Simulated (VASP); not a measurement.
A run of VASP 6.6.1 is set up as follows.

INCAR

```
  PREC = Accurate
  ENCUT = 520
  EDIFF = 1E-7
  ISMEAR = -1
  SIGMA = 0.05
  LREAL = Auto
  LASPH = T
  NELM = 60
  ALGO = Normal
  ISIF = 2
  LWAVE = F
  LCHARG = F
  GGA = PS
  NBANDS = 319
  NELECT = 566.0
  ISYM = 0
```

The input KPOINTS:

```
Automatic mesh
0
Gamma
  1 1 1
  0.25 0.25 0.25
```

File POSCAR:

```
Cd31O32
1.0
    9.3811470000      0.0000000000      0.0000000000
    0.0000000000      9.3811470000      0.0000000000
    0.0000000000      0.0000000000      9.3811470000
O Cd
32 31
Direct
    0.2478710000      0.0002750000      0.0002280000
    0.2456500000      0.0003090000      0.5002060000
    0.2456330000      0.5002480000      0.0002080000
    0.2339980000      0.5003210000      0.5002880000
    0.7518410000      0.0001320000      0.0000930000
    0.7540890000      0.0000730000      0.5001080000
    0.7540730000      0.5001480000      0.0000760000
    0.7657160000      0.5000690000      0.4999900000
    0.9999340000      0.2482170000      0.0002350000
    0.9999630000      0.2459790000      0.5001960000
    0.9997750000      0.7521820000      0.0000680000
    0.9997850000      0.7544160000      0.5001080000
    0.4999100000      0.2459800000      0.0002270000
    0.5000170000      0.2343370000      0.5003050000
    0.4998070000      0.7544180000      0.0000880000
    0.4997280000      0.7660600000      0.5000080000
    0.9999370000      0.0002640000      0.2481670000
    0.9997990000      0.0001340000      0.7521380000
    0.9999890000      0.5002590000      0.2459280000
    0.9997040000      0.5001390000      0.7543600000
    0.4999090000      0.0003340000      0.2459440000
    0.4998080000      0.0000670000      0.7543810000
    0.4999460000      0.5003110000      0.2343030000
    0.4997440000      0.5000960000      0.7660240000
    0.2497450000      0.2500900000      0.2500370000
    0.2495890000      0.2499320000      0.7505650000
    0.2495790000      0.7506150000      0.2498710000
    0.2494400000      0.7504650000      0.7504340000
    0.7502820000      0.2499320000      0.2498830000
    0.7501360000      0.2497670000      0.7504230000
    0.7501300000      0.7504730000      0.2497400000
    0.7499710000      0.7503290000      0.7502700000
    0.9998560000      0.0002010000      0.0001550000
    0.9998690000      0.0001990000      0.5001480000
    0.9998510000      0.5002020000      0.0001490000
    0.9998570000      0.5001990000      0.5001480000
    0.4998530000      0.0002030000      0.0001610000
    0.4998600000      0.0002010000      0.5001630000
    0.4998510000      0.5001990000      0.0001640000
    0.2511030000      0.2514440000      0.0002500000
    0.2551680000      0.2554980000      0.5002570000
    0.2510280000      0.7490250000      0.0001530000
    0.2550010000      0.7450510000      0.5001530000
    0.7486770000      0.2513830000      0.0001560000
    0.7447390000      0.2553300000      0.5001490000
    0.7486060000      0.7489580000      0.0000600000
    0.7445640000      0.7449030000      0.5000500000
    0.2511070000      0.0002970000      0.2514040000
    0.2510370000      0.0002020000      0.7489740000
    0.2551450000      0.5003060000      0.2554510000
    0.2549890000      0.5001980000      0.7450160000
    0.7486780000      0.0002070000      0.2513370000
    0.7486170000      0.0001070000      0.7489180000
    0.7447090000      0.5002010000      0.2552840000
    0.7445540000      0.5000960000      0.7448440000
    0.9999580000      0.2514490000      0.2513950000
    0.9998610000      0.2513740000      0.7489770000
    0.9998550000      0.7490250000      0.2513280000
    0.9997580000      0.7489530000      0.7489040000
    0.4999640000      0.2555040000      0.2554660000
    0.4998610000      0.2553450000      0.7450240000
    0.4998500000      0.7450610000      0.2552900000
    0.4997540000      0.7449060000      0.7448570000
```

Potentials or basis: VASP PAW PBE potentials, release 64 (O, Cd).

Run with:

```bash
$ cat potpaw_PBE.64/O/POTCAR potpaw_PBE.64/Cd/POTCAR > POTCAR
$ mpirun -np 1 vasp_std > vasp.out
```

Problem. Estimate the largest force.

Solution. 0.073 eV/Å.

Forces on the atoms (eV/Å):
```
O    0.002 -0.003 -0.002
O    0.010 -0.003 -0.001
O    0.010 -0.001 -0.002
O    0.073 -0.004 -0.004
O   -0.003  0.002  0.002
O   -0.011  0.002  0.001
O   -0.011  0.001  0.001
O   -0.071  0.004  0.005
O   -0.002  0.004 -0.002
O   -0.002  0.010 -0.001
O    0.003 -0.001  0.002
O    0.001 -0.009  0.000
O   -0.001  0.011 -0.002
O   -0.005  0.073 -0.003
O    0.001 -0.010  0.001
O    0.004 -0.072  0.005
O   -0.002 -0.002  0.003
O    0.002  0.002 -0.001
O   -0.002 -0.002  0.010
O    0.003  0.000 -0.009
O   -0.001 -0.002  0.009
O    0.001  0.002 -0.010
O   -0.004 -0.002  0.072
O    0.004  0.003 -0.072
O   -0.003 -0.009 -0.007
O   -0.004 -0.005  0.000
O   -0.004  0.000 -0.005
O    0.000  0.004  0.003
O   -0.002 -0.004 -0.004
O    0.004  0.000  0.004
O    0.004  0.004 -0.001
O    0.007  0.005  0.007
Cd  -0.001  0.001  0.001
Cd  -0.001  0.001  0.001
Cd  -0.001  0.001  0.001
Cd  -0.001  0.001  0.001
Cd  -0.001  0.001  0.001
Cd   0.000  0.001  0.001
Cd  -0.001  0.001  0.001
Cd   0.000  0.000  0.001
Cd  -0.004 -0.005  0.000
Cd  -0.002  0.002 -0.001
Cd  -0.005  0.006  0.000
Cd   0.002 -0.002 -0.001
Cd   0.005 -0.005  0.000
Cd   0.001  0.000 -0.001
Cd   0.004  0.004  0.000
Cd   0.000  0.001 -0.001
Cd  -0.002 -0.001  0.002
Cd  -0.004  0.000 -0.005
Cd  -0.005  0.000  0.005
Cd   0.002 -0.001 -0.002
Cd   0.001 -0.002  0.000
Cd   0.005  0.000 -0.005
Cd   0.004  0.000  0.004
Cd   0.001 -0.001  0.000
Cd   0.000 -0.002  0.002
Cd   0.000  0.002 -0.003
Cd  -0.001  0.000  0.001
Cd   0.000 -0.005 -0.005
Cd   0.000 -0.006  0.005
Cd   0.000  0.005 -0.005
Cd   0.000  0.004  0.004
```

Caveat: the cell carries a net charge on a neutralising background, which shifts energy and pressure; the PAW data sets were made with another functional, which shifts forces and pressure a little.
